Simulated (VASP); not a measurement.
Write the native input for VASP 6.6.1 that does the following.

```
Task                   : single point
Functional             : LDA
Potentials or basis    : VASP PAW LDA potentials, release 64 (Al, Ga_d, N_h)
Cutoff                 : 910 eV
k mesh                 : 8 × 8 × 6
Occupations            : gaussian, width 0.05 eV
Spin                   : no spin polarisation
Dipole correction      : no
Second run             : hard_potentials
Further INCAR settings : ALGO = Normal; EDIFF = 1e-06; NBANDS = 21
```

The structure of AlGaN2 lies in POSCAR:

```
AlGaN2
1.0
    3.0374043052      0.0000000000      0.0000000000
    0.0000000000      3.0374043052      0.0000000000
    0.0000000000      0.0000000000      4.3843302008
Al Ga N
1 1 2
Direct
    0.5000000000      0.5000000000      0.5000000000
    0.0000000000      0.0000000000      0.0000000000
    0.5000000000      0.0000000000      0.7400513254
    0.0000000000      0.5000000000      0.2599486746
```

This cell differs from its parent crystal: strain -0.0250 x Voigt [1, 1, 0, 0, 0, 0].

One way to write it, as run:

INCAR

```
PREC = Accurate
ENCUT = 910
EDIFF = 1E-6
ISMEAR = 0
SIGMA = 0.05
LREAL = False
LASPH = True
NELM = 120
ALGO = Normal
ISIF = 2
LWAVE = False
LCHARG = False
NBANDS = 21
GGA_COMPAT = False
```

KPOINTS

```
regular mesh
0
Gamma
  8 8 6
```

Potentials or basis: VASP PAW LDA potentials, release 64 (Al, Ga_d, N_h).

Run with:

```console
$ cat potpaw_LDA.64/Al/POTCAR potpaw_LDA.64/Ga_d/POTCAR potpaw_LDA.64/N_h/POTCAR > POTCAR
$ mpirun -np 1 vasp_std > vasp.out
```

Results of the run:

```yaml
Pressure: 12.5 GPa
Largest_force: 0.004 eV/Å
Band_gap_on_the_k_mesh: 3.17 eV, indirect (least direct gap 3.41 eV)
```

Caveat: the cell differs from its parent crystal (strain -0.0250 x Voigt [1, 1, 0, 0, 0, 0]); the cutoff is under 1.25 times the usual one of these potentials, so pressure, stress and relaxed cells hold a basis-set (Pulay) error.

Wall time 93 s on 1 thread of Intel(R) Xeon(R) Platinum 8259CL CPU @ 2.50GHz (Skylake/Cascade Lake), with other jobs on the host, peak memory 0.25 GiB.
